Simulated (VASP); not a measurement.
# TiO2 (P4_2/mnm) in VASP: a series of runs, part 2 of 2

VASP 6.6.1. The steps go on from the part before.

### Step 3. Single point, PBE (uniaxial z strain -3.0%)

The input, INCAR:

```
  ALGO = Normal
  EDIFF = 1E-6
  ENCUT = 520
  GGA = PE
  ISIF = 2
  ISMEAR = -1
  LASPH = True
  LCHARG = False
  LREAL = False
  LWAVE = False
  NBANDS = 33
  NELM = 100
  PREC = Accurate
  SIGMA = 0.02
```

The input, KPOINTS:

```
k-points
0
Gamma
  6 6 8
```

The input, POSCAR:

```
TiO2
1.0
    4.5968534940      0.0000000000      0.0000000000
    0.0000000000      4.5968534940      0.0000000000
    0.0000000000      0.0000000000      2.8648865286
Ti O
2 4
Direct
    0.0000000000      0.0000000000      0.0000000000
    0.5000000000      0.5000000000      0.5000000000
    0.3031853094      0.3031853094      0.0000000000
    0.1968146906      0.8031853094      0.5000000000
    0.8031853094      0.1968146906      0.5000000000
    0.6968146906      0.6968146906      0.0000000000
```

Potentials or basis: VASP PAW PBE potentials, release 64 (Ti_sv, O).

Launch:

```console
$ cat potpaw_PBE.64/Ti_sv/POTCAR potpaw_PBE.64/O/POTCAR > POTCAR
$ mpirun -np 1 vasp_std > vasp.out
```

OUTCAR:

```text
EDIFF = 1E-6
   ENCUT = 520
   GGA = PE
   ISIF = 2
   ISMEAR = -1
   LASPH = True
   LREAL = False
   NELM = 100
   PREC = Accurate

 ion  position               nearest neighbor table
   1  0.000  0.000  0.000-   4 1.92   5 1.92   4 1.92   5 1.92   3 1.97   6 1.97
   2  0.500  0.500  0.500-   3 1.92   6 1.92   3 1.92   6 1.92   5 1.97   4 1.97
   3  0.303  0.303  0.000-   2 1.92   2 1.92   1 1.97
   4  0.197  0.803  0.500-   1 1.92   1 1.92   2 1.97
   5  0.803  0.197  0.500-   1 1.92   1 1.92   2 1.97
   6  0.697  0.697  0.000-   2 1.92   2 1.92   1 1.97

  LATTYP: Found a simple tetragonal cell.
 ALAT       =     4.5968534940
 C/A-ratio  =     0.6232277214

  Lattice vectors:

 A1 = (   4.5968534940,   0.0000000000,   0.0000000000)
 A2 = (   0.0000000000,   4.5968534940,   0.0000000000)
 A3 = (   0.0000000000,   0.0000000000,   2.8648865286)

Analysis of symmetry for initial positions (statically):
=====================================================================
 Subroutine PRICEL returns:
 Original cell was already a primitive cell.

[... 182 lines left out ...]
 cond. band min:       7.0081201591   @ k =   0.0000   0.0000   0.0000
 fundamental gap:      1.9245929068
 Fermi energy:         5.5534723546

 k-point     1 :       0.0000    0.0000    0.0000
  band No.  band energies     occupation
      1     -51.6393      2.00000
      2     -51.6202      2.00000
      3     -27.9811      2.00000
      4     -27.9811      2.00000
      5     -27.7939      2.00000
      6     -27.7939      2.00000
[... 853 lines left out ...]
     32      10.5181      0.00000
     33      12.0981      0.00000

 [... further k-points ...]

------------------------ aborting loop because EDIFF is reached ----------------------------------------

  FORCE on cell =-STRESS in cart. coord.  units (eV):
  Direction    XX          YY          ZZ          XY          YZ          ZX
  --------------------------------------------------------------------------------------
  -------------------------------------------------------------------------------------
  Total        4.2625210      4.2625210      8.4651491      0.0000000      0.0000000      0.0000000
  in kB      112.8101981    112.8101981    224.0352958      0.0000000      0.0000000      0.0000000
  external PRESSURE =     149.8852307 kB  Pullay stress =       0.0000000 kB

 VOLUME and BASIS-vectors are now :
 -----------------------------------------------------------------------------
  energy-cutoff  :      520.00
  volume of cell :       60.54
      direct lattice vectors                 reciprocal lattice vectors
     4.596853494  0.000000000  0.000000000     0.217540107  0.000000000  0.000000000
     0.000000000  4.596853494  0.000000000     0.000000000  0.217540107  0.000000000
     0.000000000  0.000000000  2.864886529     0.000000000  0.000000000  0.349053964

 POSITION                                       TOTAL-FORCE (eV/Angst)
 -----------------------------------------------------------------------------------
      0.00000      0.00000      0.00000         0.000000      0.000000      0.000000
      2.29843      2.29843      1.43244         0.000000      0.000000      0.000000
      1.39370      1.39370      0.00000        -0.071061     -0.071061      0.000000
      0.90473      3.69213      1.43244         0.071061     -0.071061      0.000000
      3.69213      0.90473      1.43244        -0.071061      0.071061     -0.000000
      3.20316      3.20316      0.00000         0.071061      0.071061     -0.000000
 -----------------------------------------------------------------------------------
    total drift:                                0.000000      0.000000     -0.000000

  FREE ENERGIE OF THE ION-ELECTRON SYSTEM (eV)
  ---------------------------------------------------
  free  energy   TOTEN  =       -53.4824405524 eV

  energy  without entropy=      -53.4824405524  energy(sigma->0) =      -53.48244055
```

OSZICAR:

```text
N       E                     dE             d eps       ncg     rms          rms(c)
DAV:   1     0.657127338690E+03    0.65713E+03   -0.24432E+04  3300   0.173E+03
DAV:   2     0.256104411746E+02   -0.63152E+03   -0.58318E+03  3607   0.515E+02
DAV:   3    -0.655293881743E+02   -0.91140E+02   -0.89393E+02  4413   0.190E+02
DAV:   4    -0.703365952430E+02   -0.48072E+01   -0.47964E+01  4829   0.411E+01
DAV:   5    -0.704980972677E+02   -0.16150E+00   -0.16148E+00  4265   0.625E+00    0.328E+01
DAV:   6    -0.536705513429E+02    0.16828E+02   -0.71508E+01  4297   0.899E+01    0.107E+01
DAV:   7    -0.536951747462E+02   -0.24623E-01   -0.12650E+01  4036   0.324E+01    0.985E+00
DAV:   8    -0.535488266894E+02    0.14635E+00   -0.49805E-01  4148   0.605E+00    0.711E+00
DAV:   9    -0.535682923781E+02   -0.19466E-01   -0.89440E-01  4239   0.112E+01    0.274E+00
DAV:  10    -0.534924143117E+02    0.75878E-01   -0.40181E-01  4143   0.671E+00    0.935E-01
DAV:  11    -0.534830188985E+02    0.93954E-02   -0.28064E-02  4363   0.123E+00    0.374E-01
DAV:  12    -0.534827385396E+02    0.28036E-03   -0.44752E-03  3721   0.636E-01    0.133E-01
DAV:  13    -0.534824398107E+02    0.29873E-03   -0.87962E-04  4371   0.348E-01    0.243E-02
DAV:  14    -0.534824413483E+02   -0.15376E-05   -0.59082E-05  4005   0.655E-02    0.122E-02
DAV:  15    -0.534824405524E+02    0.79589E-06   -0.37296E-06  3528   0.213E-02
   1 F= -.53482441E+02 E0= -.53482441E+02  d E =-.259717E-12
```

Run time: 37 s. Hardware: 1 thread of Intel Xeon 6975P-C (Granite Rapids), shared host; peak memory 0.22 GiB.

Results:

```
Free energy            : -53.4824 eV
Pressure               : 15.0 GPa
Largest force          : 0.100 eV/Å
Band gap on the k mesh : 1.92 eV, direct
```

Forces on the atoms (eV/Å):
```
Ti   0.000  0.000  0.000
Ti   0.000  0.000  0.000
O   -0.071 -0.071  0.000
O    0.071 -0.071  0.000
O   -0.071  0.071  0.000
O    0.071  0.071  0.000
```

Stress tensor (GPa, compression positive):
```
11.28  0.00  0.00
 0.00 11.28  0.00
 0.00  0.00 22.40
```

Levels at points of the mesh, in eV from the valence-band top:
```tsv
k point	band 22	band 23	band 24	band 25	band 26	band 27
(0.00, 0.00, 0.00)	-0.45	-0.45	0.00	1.92	2.16	2.64
(0.50, 0.00, 0.00)	-1.46	-0.73	-0.73	2.62	2.62	3.27
(0.50, 0.50, 0.00)	-1.13	-1.10	-1.10	1.94	1.94	2.77
(0.00, 0.00, 0.50)	-2.35	-1.43	-1.43	3.13	3.13	3.65
(0.50, 0.00, 0.50)	-2.08	-1.04	-1.04	2.02	2.02	3.65
(0.50, 0.50, 0.50)	-1.29	-0.66	-0.66	2.76	2.76	3.34
```

Caveat: the cell differs from its parent crystal (uniaxial z strain -3.0%).
